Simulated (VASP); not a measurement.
# MoS3: single point with PBE

MoS3:

```xyz
8
Lattice="6.1406 0.0000 0.0000 0.0000 6.1406 0.0000 0.0000 0.0000 4.3286" Properties=species:S:1:pos:R:3 pbc="T T T"
Mo    0.0000    3.0703    2.1643
Mo    3.0703    0.0000    2.1643
S     4.6825    1.6122    0.0000
S     1.4581    4.5284    0.0000
S     1.6122    1.4581    0.0000
S     4.5284    4.6825    0.0000
S     3.0703    3.0703    2.1643
S     0.0000    0.0000    2.1643
```

The cell was built from a structure type or drawn by symmetry, and may not be a known phase.

```yaml
Program: VASP 6.6.1
Task: single point
Functional: PBE
Potentials_or_basis: VASP PAW PBE potentials, release 64 (Mo_sv, S)
Cutoff: 520 eV
k_mesh: 4 × 4 × 4
Occupations: gaussian, width 0.1 eV
Spin: collinear spin
Starting_moments: "[1.0, 1.0, 0.0, 0.0, 0.0, 0.0, 0.0, 0.0] μB"
Dipole_correction: no
Further_INCAR_settings: ALGO = Normal; EDIFF = 1e-06; NBANDS = 46
```

The pressure is -17.6 GPa and the largest force is 0.534 eV/Å. The net moment is -0.08 μB per cell and the valence electrons inside the program's atomic spheres are Mo 11.84; S 3.50.

Forces in eV/Å, atoms in the order of the input:
```
Mo   0.000  0.000  0.000
Mo   0.000  0.000  0.000
S    0.377  0.377  0.000
S   -0.377 -0.377  0.000
S    0.377 -0.377  0.000
S   -0.377  0.377  0.000
S    0.000  0.000  0.000
S    0.000  0.000  0.000
```

Stress tensor (GPa, compression positive):
```
-17.29   0.00   0.00
  0.00 -17.29   0.00
  0.00   0.00 -18.07
```

Levels at points of the mesh, in eV from the Fermi level:
Spin up:
```csv
k point,band 30,band 31,band 32,band 33,band 34,band 35
"(0.00, 0.00, 0.00)",-0.58,-0.56,-0.56,-0.55,-0.07,0.12
"(0.50, 0.00, 0.00)",-0.63,-0.30,-0.30,0.28,0.28,0.50
"(0.50, 0.50, 0.00)",-0.66,-0.45,-0.45,-0.33,-0.33,-0.08
"(0.00, 0.00, 0.50)",-0.01,0.03,0.03,0.05,0.05,0.55
"(0.50, 0.00, 0.50)",-0.09,-0.02,-0.02,0.10,0.10,0.52
"(0.50, 0.50, 0.50)",-0.79,-0.04,-0.04,0.10,0.10,0.79
```
Spin down:
```
           k point  band 29  band 30  band 31  band 32  band 33  band 34  band 35  band 36
(0.00, 0.00, 0.00)    -0.70    -0.59    -0.56    -0.56    -0.54    -0.06     0.11     0.54
(0.50, 0.00, 0.00)    -0.64    -0.64    -0.31    -0.31     0.27     0.27     0.48     0.48
(0.50, 0.50, 0.00)    -0.67    -0.67    -0.47    -0.47    -0.34    -0.34    -0.08    -0.08
(0.00, 0.00, 0.50)    -0.10     0.00     0.02     0.04     0.04     0.04     0.54     0.59
(0.50, 0.00, 0.50)    -0.09    -0.09    -0.04    -0.04     0.08     0.08     0.51     0.51
(0.50, 0.50, 0.50)    -0.78    -0.78    -0.03    -0.03     0.09     0.09     0.77     0.77
```

It took 8.2 min on 1 thread of Intel(R) Xeon(R) Platinum 8488C (Sapphire Rapids), on a shared host, peak memory 0.41 GiB.

Caveat: the k points lie up to 0.36 Å⁻¹ apart.
